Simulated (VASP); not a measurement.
Set up this calculation in VASP 6.6.1, as the native input.

* Task: single point
* Functional: PBE
* Potentials or basis: VASP PAW PBE potentials, release 64 (Hf_pv, F)
* Cutoff: 520 eV
* k mesh: 4 × 4 × 4
* Occupations: gaussian, width 0.1 eV
* Spin: no spin polarisation
* Dipole correction: no
* Further INCAR settings: ALGO = Normal; EDIFF = 1e-07; NBANDS = 32

The structure of HfF5 lies in POSCAR:

```
HfF5
1.0
    4.1579327702      0.0000000000      0.0000000000
    0.0000000000      3.9624250529      0.0000000000
    0.0000000000      0.0000000000      7.0168581428
Hf F
1 5
Direct
    0.0000000000      0.5000000000      0.5000000000
    0.0000000000      0.5000000000      0.2114184642
    0.0000000000      0.5000000000      0.7885815358
    0.5000000000      0.5000000000      0.5000000000
    0.0000000000      0.0000000000      0.3505264831
    0.0000000000      0.0000000000      0.6494735169
```

The cell was generated, and may not be a known phase.

These files were run (other wordings do the same):

INCAR

```
  PREC = Accurate
  ENCUT = 520
  EDIFF = 1E-7
  ISMEAR = 0
  SIGMA = 0.1
  LREAL = False
  LASPH = True
  NELM = 60
  ALGO = Normal
  ISIF = 2
  LWAVE = False
  LCHARG = False
  GGA = PE
  NBANDS = 32
```

KPOINTS

```
Automatic mesh
0
Gamma
  4 4 4
```

Potentials or basis: VASP PAW PBE potentials, release 64 (Hf_pv, F).

Command:

```bash
$ cat potpaw_PBE.64/Hf_pv/POTCAR potpaw_PBE.64/F/POTCAR > POTCAR
$ mpirun -np 1 vasp_std > vasp.out
```

Results of the run:

```yaml
Pressure: -1.3 GPa
Largest_force: 0.169 eV/Å
Band_gap_on_the_k_mesh: zero (an odd number of electrons rules out a gap without spin polarisation)
```

Caveat: the k points lie up to 0.40 Å⁻¹ apart, too coarse for converged energies and pressures of a metal; spin-orbit coupling is left out, which moves the levels of the heavy elements; an odd number of electrons without spin polarisation forces a metal; a magnetic or distorted state may lie lower.

Run time: 3.4 min on 1 thread of Intel Xeon 8259CL, with other jobs on the host, peak memory 0.26 GiB.
